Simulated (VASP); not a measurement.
CdH6:

```
Cd H
1.0
     4.53219    0.00000    0.00000
     0.00000    4.53219    0.00000
     0.00000    0.00000    3.55969
Cd H
1 6
Cartesian
  0.0000 0.0000 3.4293
  1.0237 1.0237 1.6062
  3.5084 3.5084 1.6062
  3.5084 1.0237 1.6062
  1.0237 3.5084 1.6062
  2.2661 0.0000 0.0303
  0.0000 2.2661 0.0303
```

| Property | Result |
| --- | --- |
| Program | VASP 6.6.1 |
| Task | relaxation of cell and atoms |
| Functional | PBE |
| Potentials or basis | VASP PAW PBE potentials, release 64 (Cd, H) |
| Cutoff | 600 eV |
| k mesh | 4 × 4 × 6 |
| Occupations | gaussian, width 0.1 eV |
| Spin | no spin polarisation |

At the start: pressure -10.0 GPa; volume 10.45 Å³/atom.

Problem. Where does the relaxation end?

Solution. Over 30 steps the energy falls by 457.7 meV/atom and the volume is 7.18 Å³/atom (-31.2 %); space group P4mm (No. 99, to 0.05 Å).

Step by step:
```
step  energy change (eV)  largest force (eV/Å)  pressure (GPa)  volume (Å³)
   1              0.0000                0.2682           -9.95        73.12
   2             -0.3902                0.1537           -7.92        66.46
   3             -0.6897                0.3363           -2.96        58.34
   4             -0.7153                0.4436            0.64        54.90
   5             -0.7167                0.4123           -0.30        55.68
   6             -0.8331                0.3681           -0.11        54.14
   7             -1.1471                0.4833            2.65        49.47
   8             -1.3582                0.9103           25.01        40.07
   9             -1.3836                0.9375           25.50        39.95
  10             -1.4564                0.9989           26.86        39.60
  11             -1.5642                1.1998           30.27        38.85
  12             -1.6182                1.5270           39.72        37.19
  13             -1.8994                1.3619           35.88        37.89
  14             -2.2111                0.8657           27.77        39.90
  15             -2.2222                0.8355           28.56        39.62
  16             -2.4879                0.6590           22.71        40.88
  17             -2.9641                0.3118            9.35        44.79
  18             -2.8898                0.7802           -5.72        53.25
  19             -3.0599                0.6022            0.37        48.82
  20             -3.0636                0.5702            1.37        48.26
  21             -3.0973                0.4905            0.94        48.61
  22             -3.1641                0.2416           -0.03        49.67
  23             -3.1510                0.3383           -0.62        51.83
  24             -3.1816                0.0868           -0.52        50.63
  25             -3.1817                0.0855           -0.44        50.56
  26             -3.1883                0.0759           -0.34        50.48
  27             -3.2010                0.0807            0.06        50.24
  28             -3.1901                0.0560            0.97        49.69
  29             -3.2029                0.0774            0.30        50.09
  30             -3.2036                0.0250           -0.03        50.27
```

Final structure:
```
Cd H
1.0
     3.38169    0.00000    0.00000
     0.00000    3.38169    0.00000
     0.00000    0.00000    4.39590
Cd H
1 6
Direct
  0.00000 0.00000 0.82841
  0.32119 0.32119 0.46881
  0.67881 0.67881 0.46881
  0.67881 0.32119 0.46881
  0.32119 0.67881 0.46881
  0.50000 0.00000 0.04078
  0.00000 0.50000 0.04078
```

Caveat: the volume moved by over 15 % at a fixed basis, so the end points are rough.
